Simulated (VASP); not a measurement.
# NaH in VASP: settings compared, part 2 of 3

VASP 6.6.1. Earlier steps stand in the parts before.

**3. Single point, r2SCAN (strain -2.3%)**

File POSCAR:

```
NaH
1.0
    0.0000000000      2.3428490071      2.3428490071
    2.3428490071      0.0000000000      2.3428490071
    2.3428490071      2.3428490071      0.0000000000
Na H
1 1
Direct
    0.0000000000      0.0000000000      0.0000000000
    0.5000000000      0.5000000000      0.5000000000
```

File INCAR.step1:

```
SYSTEM = NaH
  PREC = Accurate
  ENCUT = 520
  ISMEAR = 0
  SIGMA = 0.01
  LREAL = .False.
  LASPH = .True.
  NELM = 80
  NBANDS = 11
  GGA = PE
  ALGO = Normal
  EDIFF = 1E-4
  LWAVE = .True.
  LCHARG = .False.
```

File INCAR.step2:

```
SYSTEM = NaH
  PREC = Accurate
  ENCUT = 520
  EDIFF = 1E-6
  ISMEAR = 0
  SIGMA = 0.01
  LREAL = .False.
  LASPH = .True.
  NELM = 80
  ALGO = Normal
  ISIF = 2
  LWAVE = .False.
  LCHARG = .False.
  METAGGA = R2SCAN
  LMIXTAU = .True.
  NBANDS = 11
  ISTART = 1
```

File KPOINTS:

```
Automatic mesh
0
Gamma
  10 10 10
  0 0 0
```

Potentials or basis: VASP PAW PBE potentials, release 64 (Na_pv, H).

On the command line:

```console
$ cat potpaw_PBE.64/Na_pv/POTCAR potpaw_PBE.64/H/POTCAR > POTCAR
$ cp INCAR.step1 INCAR
$ mpirun -np 1 vasp_std > vasp.out
$ cp INCAR.step2 INCAR
$ mpirun -np 1 vasp_std > vasp.out
```

OUTCAR:

```text
SYSTEM = NaH
   PREC = Accurate
   ENCUT = 520
   EDIFF = 1E-6
   ISMEAR = 0
   LREAL = .False.
   LASPH = .True.
   NELM = 80
   ISIF = 2
   METAGGA = R2SCAN
   ISTART = 1

 ion  position               nearest neighbor table
   1  0.000  0.000  0.000-
   2  0.500  0.500  0.500-

  LATTYP: Found a face centered cubic cell.
 ALAT       =     4.6856980142

  Lattice vectors:

 A1 = (   0.0000000000,   2.3428490071,   2.3428490071)
 A2 = (   2.3428490071,   0.0000000000,   2.3428490071)
 A3 = (   2.3428490071,   2.3428490071,   0.0000000000)

Analysis of symmetry for initial positions (statically):
=====================================================================
 Subroutine PRICEL returns:
 Original cell was already a primitive cell.

 Routine SETGRP: Setting up the symmetry group for a
 face centered cubic supercell.

 Subroutine GETGRP returns: Found 48 space group operations
 (whereof 48 operations were pure point group operations)
 out of a pool of 48 trial point group operations.

The static configuration has the point symmetry O_h .

Analysis of symmetry for dynamics (positions and initial velocities):
=====================================================================
 Subroutine PRICEL returns:
 Original cell was already a primitive cell.

 Routine SETGRP: Setting up the symmetry group for a
 face centered cubic supercell.

 Subroutine GETGRP returns: Found 48 space group operations
 (whereof 48 operations were pure point group operations)
 out of a pool of 48 trial point group operations.

The dynamic configuration has the point symmetry O_h .

 Subroutine INISYM returns: Found 48 space group operations
 (whereof 48 operations are pure point group operations),
 and found     1 'primitive' translations

----------------------------------------------------------------------------------------

                                     Primitive cell

  volume of cell :      25.7195

  direct lattice vectors                    reciprocal lattice vectors
     0.000000000  2.342849007  2.342849007    -0.213415375  0.213415375  0.213415375
     2.342849007  0.000000000  2.342849007     0.213415375 -0.213415375  0.213415375
     2.342849007  2.342849007  0.000000000     0.213415375  0.213415375 -0.213415375

  length of vectors
     3.313288840  3.313288840  3.313288840     0.369646273  0.369646273  0.369646273

  position of ions in fractional coordinates (direct lattice)
     0.000000000  0.000000000  0.000000000
     0.500000000  0.500000000  0.500000000

  ion indices of the primitive-cell ions
   primitive index   ion index
                 1           1
                 2           2

----------------------------------------------------------------------------------------

 KPOINTS: Automatic mesh

Automatic generation of k-mesh.
 Grid dimensions read from file:
 generate k-points for:   10   10   10

 Generating k-lattice:

  Cartesian coordinates                     Fractional coordinates (reciprocal lattice)
    -0.021341538  0.021341538  0.021341538     0.100000000  0.000000000  0.000000000
     0.021341538 -0.021341538  0.021341538     0.000000000  0.100000000  0.000000000
     0.021341538  0.021341538 -0.021341538     0.000000000  0.000000000  0.100000000

  Length of vectors
     0.036964627  0.036964627  0.036964627

  Shift w.r.t. Gamma in fractional coordinates (k-lattice)
     0.000000000  0.000000000  0.000000000

 Subroutine IBZKPT returns following result:
 ===========================================

 Found     47 irreducible k-points:

 Following reciprocal coordinates:
            Coordinates               Weight
  0.000000  0.000000  0.000000      1.000000
  0.100000  0.000000  0.000000      8.000000
  0.200000  0.000000  0.000000      8.000000
  0.300000  0.000000  0.000000      8.000000
  0.400000  0.000000  0.000000      8.000000
  0.500000  0.000000  0.000000      4.000000
[... 16 lines left out ...]
  0.300000  0.300000  0.000000      6.000000
  0.400000  0.300000  0.000000     24.000000
 [... further k-points ...]
   k-points           NKPTS =     47   k-points in BZ     NKDIM =     47   number of bands    NBANDS=     11
   number of dos      NEDOS =    301   number of ions     NIONS =      2
   total plane-waves  NPLWV =  21952
   dimension x,y,z NGX =    28 NGY =   28 NGZ =   28
   dimension x,y,z NGXF=    56 NGYF=   56 NGZF=   56
   ions per type =               1   1
   NGX,Y,Z   is equivalent  to a cutoff of  14.05, 14.05, 14.05 a.u.
   NGXF,Y,Z  is equivalent  to a cutoff of  28.10, 28.10, 28.10 a.u.
 SYSTEM =  NaH
   PREC   = accura    normal or accurate (medium, high low for compatibility)
   ISTART =      1    job   : 0-new  1-cont  2-samecut
   ICHARG =      0    charge: 1-file 2-atom 10-const
   ISPIN  =      1    spin polarized calculation?
   LNONCOLLINEAR =      F non collinear calculations
   LSORBIT =      F    spin-orbit coupling
   LASPH  =      T    aspherical Exc in radial PAW
   ENCUT  =  520.0 eV  38.22 Ry    6.18 a.u.   6.16  6.16  6.16*2*pi/ulx,y,z
   NELM   =     80;   NELMIN=  2; NELMDL=  0     # of ELM steps
   EDIFF  = 0.1E-05   stopping-criterion for ELM
   LREAL  =      F    real-space projection
   EDIFFG = 0.1E-04   stopping-criterion for IOM
   NSW    =      0    number of steps for IOM
   IBRION =     -1    ionic relax: 0-MD 1-quasi-New 2-CG
   NFREE  =      0    steps in history (QN), initial steepest desc. (CG)
   ISIF   =      2    stress and relaxation
   ISYM   =      2    0-nonsym 1-usesym 2-fastsym
   POTIM  = 0.5000    time-step for ionic-motion
   TEBEG  =    0.0;   TEEND  =   0.0 temperature during run
   PSTRESS=    0.0 pullay stress
   NELECT =       8.0000    total number of electrons
   NUPDOWN=      -1.0000    fix difference up-down
   EMIN   =  10.00;   EMAX   =-10.00  energy-range for DOS
   EFERMI =   0.00;   METHOD = LEGACY
   ISMEAR =     0;   SIGMA  =   0.01  broadening in eV -4-tet -1-fermi 0-gaus
   EFERMI_NEDOS =   21; number of points for ismear=-14 and -15
   IALGO  =     38    algorithm
   IMIX   =      4    mixing-type and parameters
     AMIX     =   0.40;   BMIX     =  1.00
     AMIX_MAG =   1.60;   BMIX_MAG =  1.00
  volume/ion in A,a.u.               =      12.86        86.78
  Fermi-wavevector in a.u.,A,eV,Ry     =   1.109219  2.096119 16.740148  1.230366
  Thomas-Fermi vector in A             =   2.245756
   LORBIT       =      0    0 simple, 1 ext, 2 COOP (PROOUT), +10 PAW based schemes
   METAGGA = R2SCAN    functional components
   LHFCALC =     F    Hartree Fock is set to
   AEXX    =    0.0000 exact exchange contribution
   IVDW    =     0    specifies the selected vdW correction
   LEPSILON=     F    determine dielectric tensor
   LRPA    =     F    only Hartree local field effects (RPA)
 non-spin polarized calculation
 Gauss-broadening in eV      SIGMA  =   0.01
  energy-cutoff  :      520.00
  volume of cell :       25.72
 maximum number of plane-waves:       701
 NGX is ok and might be reduce to    28
   NGX = 13   NGY = 13   NGZ = 13

 number of electron       8.0000006 magnetization

 Free energy of the ion-electron system (eV)
  ---------------------------------------------------
  ext. energy  EPLUGINS =         0.00000000
  ---------------------------------------------------
  free energy    TOTEN  =        -7.59449422 eV

  energy without entropy =       -7.59449422  energy(sigma->0) =       -7.59449422

 E-fermi :  -1.0052     XC(G=0):  -8.4874

 val. band max:       -1.1781242787   @ k =  -0.3000   0.5000   0.2000
 cond. band min:       3.3793938568   @ k =   0.5000   0.0000   0.0000
 fundamental gap:      4.5575181356
 Fermi energy:        -1.0052055093

 k-point     1 :       0.0000    0.0000    0.0000
  band No.  band energies     occupation
      1     -23.8899      2.00000
      2     -23.8895      2.00000
      3     -23.8895      2.00000
      4      -4.9700      2.00000
      5      11.1607      0.00000
      6      15.9034      0.00000
      7      15.9034      0.00000
      8      15.9035      0.00000
      9      17.0715      0.00000
     10      17.0716      0.00000
     11      17.0716      0.00000
[... 309 lines left out ...]
 k-point    24 :       0.4000    0.3000    0.0000
  band No.  band energies     occupation
      1     -23.9777      2.00000
      2     -23.9240      2.00000
      3     -23.9206      2.00000
      4      -2.3309      2.00000
      5       5.5884      0.00000
      6       9.1928      0.00000
      7      11.4036      0.00000
      8      12.3871      0.00000
      9      14.8648      0.00000
     10      22.1908      0.00000
     11      23.5934      0.00000

 [... further k-points ...]
[... 5 lines left out ...]
  --------------------------------------------------------------------------------------
  -------------------------------------------------------------------------------------
  Total        0.2719457      0.2719457      0.2719457      0.0000000      0.0000000      0.0000000
  in kB       16.9406418     16.9406418     16.9406418      0.0000000      0.0000000      0.0000000
  external PRESSURE =      16.9406418 kB  Pullay stress =       0.0000000 kB

 VOLUME and BASIS-vectors are now :
 -----------------------------------------------------------------------------
  energy-cutoff  :      520.00
  volume of cell :       25.72
      direct lattice vectors                 reciprocal lattice vectors
     0.000000000  2.342849007  2.342849007    -0.213415375  0.213415375  0.213415375
     2.342849007  0.000000000  2.342849007     0.213415375 -0.213415375  0.213415375
     2.342849007  2.342849007  0.000000000     0.213415375  0.213415375 -0.213415375

 POSITION                                       TOTAL-FORCE (eV/Angst)
 -----------------------------------------------------------------------------------
      0.00000      0.00000      0.00000        -0.000000      0.000000      0.000000
      2.34285      2.34285      2.34285         0.000000     -0.000000     -0.000000
 -----------------------------------------------------------------------------------
    total drift:                               -0.000000     -0.000000     -0.000000

  FREE ENERGIE OF THE ION-ELECTRON SYSTEM (eV)
  ---------------------------------------------------
  free  energy   TOTEN  =        -7.5944942167 eV

  energy  without entropy=       -7.5944942167  energy(sigma->0) =       -7.59449422
```

It took 95 s on 1 thread of Intel Xeon 8259CL, shared host; peak memory 0.16 GiB.

What came out:

| Property | Result |
| --- | --- |
| Free energy | -7.5945 eV |
| Pressure | 1.7 GPa |
| Band gap on the k mesh | 4.56 eV (least direct gap 5.41 eV) |

Caveat: the cell differs from its parent crystal (strain -2.3%); the PAW data sets were made with another functional, which shifts forces and pressure a little. A k mesh can miss the band edges.

**4. Single point, PBE (epitaxial 111 strain +1.2%)**

File INCAR:

```
ALGO = Normal
EDIFF = 1E-6
ENCUT = 520
GGA = PE
ISIF = 2
ISMEAR = -1
LASPH = T
LCHARG = F
LREAL = F
LWAVE = F
NBANDS = 11
NELM = 60
PREC = Accurate
SIGMA = 0.02
```

File KPOINTS:

```
k-points
0
Gamma
  10 10 10
```

File POSCAR:

```
NaH
1.0
   -0.0254199634      2.4013419738      2.4013419738
    2.4013419738     -0.0254199634      2.4013419738
    2.4013419738      2.4013419738     -0.0254199634
Na H
1 1
Direct
    0.0000000000      0.0000000000      0.0000000000
    0.5000000000      0.5000000000      0.5000000000
```

On the command line:

```console
$ cat potpaw_PBE.64/Na_pv/POTCAR potpaw_PBE.64/H/POTCAR > POTCAR
$ mpirun -np 1 vasp_std > vasp.out
```

It took 61 s on 1 thread of Intel Xeon 8259CL, shared host; peak memory 0.17 GiB.

It converged, with:

```yaml
Free_energy: -5.0869 eV
Pressure: 0.0 GPa
Band_gap_on_the_k_mesh: 3.75 eV (least direct gap 4.61 eV)
```

Stress tensor (GPa, compression positive):
```
0.03 0.23 0.23
0.23 0.03 0.23
0.23 0.23 0.03
```

Levels at points of the mesh, in eV from the valence-band top:
```
           k point  band 1  band 2  band 3  band 4  band 5  band 6  band 7  band 8  band 9
(0.00, 0.00, 0.00)  -22.08  -22.08  -22.08   -3.61   10.46   15.52   15.52   15.90   16.38
(0.50, 0.00, 0.00)  -22.17  -22.09  -22.09   -0.86    3.75   10.85   13.37   13.57   16.39
(0.50, 0.50, 0.00)  -22.17  -22.11  -22.11   -0.16    4.66   10.06   10.58   10.84   11.82
(0.50, 0.50, 0.50)  -22.18  -22.09  -22.09   -0.77    3.88   10.71   13.27   13.27   16.25
```

Caveat: the cell differs from its parent crystal (epitaxial 111 strain +1.2%). A k mesh can miss the band edges.

[end of part 2 of 3]
